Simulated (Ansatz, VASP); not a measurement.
## Two plane-wave programs on InGaSeS4

```
CELL_PARAMETERS angstrom
3.80657 0.00000 0.00000
-1.90329 3.29659 0.00000
0.00000 0.00000 15.94334
ATOMIC_POSITIONS crystal
In 0.66667 0.33333 0.10315
Ga 0.00000 0.00000 0.34608
Se 0.66667 0.33333 0.41794
S 0.00000 0.00000 0.66169
S 0.00000 0.00000 0.78115
S 0.00000 0.00000 0.20664
S 0.33333 0.66667 0.02335
```

Alike in both runs: functional PBE; k mesh 12 × 12 × 2; occupations gaussian, width 0.1 eV; no spin polarisation.

Ansatz relaxed the structure, and its values are those at the end. VASP's run is a single point on that final structure, the one shown.

```csv
,VASP,Ansatz
version,VASP 6.6.1,Ansatz 0.2.0
potentials or method,"VASP PAW PBE potentials, release 64 (In_d, Ga_d, Se, S), cutoff 520 eV","scalar-relativistic, plane waves, PAW"
valence electrons in the cell,56,66
```

|  | VASP | Ansatz | Ansatz less VASP |
| --- | --- | --- | --- |
| gap on the k mesh at the Fermi level (eV) | none | none | - |
| pressure (GPa) | -0.1 | 0.0 | +0.13 |
| rms of the force components (eV/Å) | 0.074 | 0.000 | -0.0735 |

A gap of «none» marks a metal or a gap that the smearing closes. The functional is the same, so the differences come from potentials, cutoffs and numerics. VASP's potentials hold 56 valence electrons a cell and Ansatz's 66, so a difference there can come from the potentials and not from the codes.
